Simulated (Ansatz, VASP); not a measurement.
**Two plane-wave programs on TeS2**

```xyz
6
Lattice="-2.0910 2.0910 7.7105 2.0910 -2.0910 7.7105 2.0910 2.0910 -7.7105" Properties=species:S:1:pos:R:3 pbc="T T T"
Te    0.0000    0.0000    0.0000
Te    0.0000    2.0910    3.8552
S     0.0000    0.0000    6.1853
S     2.0910    0.0000    2.3301
S     2.0910    0.0000    5.3804
S     0.0000    0.0000    9.2357
```

Alike in both runs: functional PBE; k mesh 6 × 6 × 6; occupations gaussian, width 0.1 eV; no spin polarisation.

Ansatz relaxed the structure, and its values are those at the end. VASP's run is a single point on that final structure, the one shown.

|  | VASP | Ansatz |
| --- | --- | --- |
| version | VASP 6.6.1 | Ansatz 0.2.0 |
| potentials or method | VASP PAW PBE potentials, release 64 (Te, S), cutoff 520 eV | scalar-relativistic, plane waves, PAW |
| valence electrons in the cell | 36 | 56 |

Ansatz gave:

| Quantity | Value |
| --- | --- |
| gap on the k mesh at the Fermi level (eV) | none |
| pressure (GPa) | 0.0 |
| rms of the force components (eV/Å) | 0.008 |

Q: Which values does VASP return?

A: gap on the k mesh at the Fermi level (eV): none; pressure (GPa): -0.1; rms of the force components (eV/Å): 0.005.

A gap of «none» marks a metal or a gap that the smearing closes. VASP's potentials hold 36 valence electrons a cell and Ansatz's 56, so a difference there can come from the potentials and not from the codes.

Spin-orbit coupling is off throughout.
